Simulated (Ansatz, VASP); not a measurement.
P in VASP and in Ansatz

File INCAR:

```
PREC = Accurate ; ENCUT = 520
EDIFF = 1E-7 ; ISMEAR = 0
SIGMA = 0.02 ; LREAL = F
LASPH = T ; NELM = 80
ALGO = Normal ; ISIF = 2
LWAVE = F ; LCHARG = F
GGA = PE ; NBANDS = 18
```

Contents of KPOINTS:

```
regular mesh
0
Gamma
  8 1 6
```

File POSCAR:

```
P
1.0
    3.4022131901      0.0000000000      0.0000000000
    0.0000000000     35.9088549951      0.0000000000
    0.0000000000      0.0000000000      4.7740183202
P
4
Direct
    0.0000000000      0.9710868037      0.5949392625
    0.0000000000      0.0289131963      0.4050607375
    0.5000000000      0.0289131963      0.0949392625
    0.5000000000      0.9710868037      0.9050607375
```

Input for Ansatz:

```yaml
crystal:
  lattice:
    - [3.402213162, 0.0, 0.0]
    - [0.0, 35.9088553549, 0.0]
    - [0.0, 0.0, 4.7740183512]
  atoms:
    - { symbol: P, position: [0.0, 0.9710868029, 0.5949392584] }
    - { symbol: P, position: [0.0, 0.0289131971, 0.4050607416] }
    - { symbol: P, position: [0.5, 0.0289131971, 0.0949392584] }
    - { symbol: P, position: [0.5, 0.9710868029, 0.9050607416] }
basis:
  ecutwfc: 420
kpoints:
  mp_grid: { grid: [8, 1, 6] }
  band_path: { path: [VBM, CBM], npoints: 2 }
hamiltonian:
  xc: pbe
scf:
  occupations: { method: gaussian, width: 0.02 }
output:
  forces: true
  stress: true
  eigenvalues: true
checkpoint:
  read: start.run
  write: ck
  compress: false
  write_wavefunctions: false
  write_every: 100000
```

Alike in both runs: task single point; functional PBE; k mesh 8 × 1 × 6; occupations gaussian, width 0.02 eV; no spin polarisation.

|  | VASP | Ansatz |
| --- | --- | --- |
| version | VASP 6.6.1 | Ansatz 0.2.0 |
| potentials or method | VASP PAW PBE potentials, release 64 (P), cutoff 520 eV | scalar-relativistic, plane waves, PAW |
| valence electrons in the cell | 20 | 20 |

```tsv
	VASP	Ansatz	Ansatz less VASP
gap on the k mesh at the Fermi level (eV)	1.20	1.18	-0.017
least direct gap on the mesh (eV)	1.20	1.18	-0.017
rms of the force components (eV/Å)	0.024	0.001	-0.0239
```

Atom by atom the forces differ by 0.025 eV/Å (rms over components).
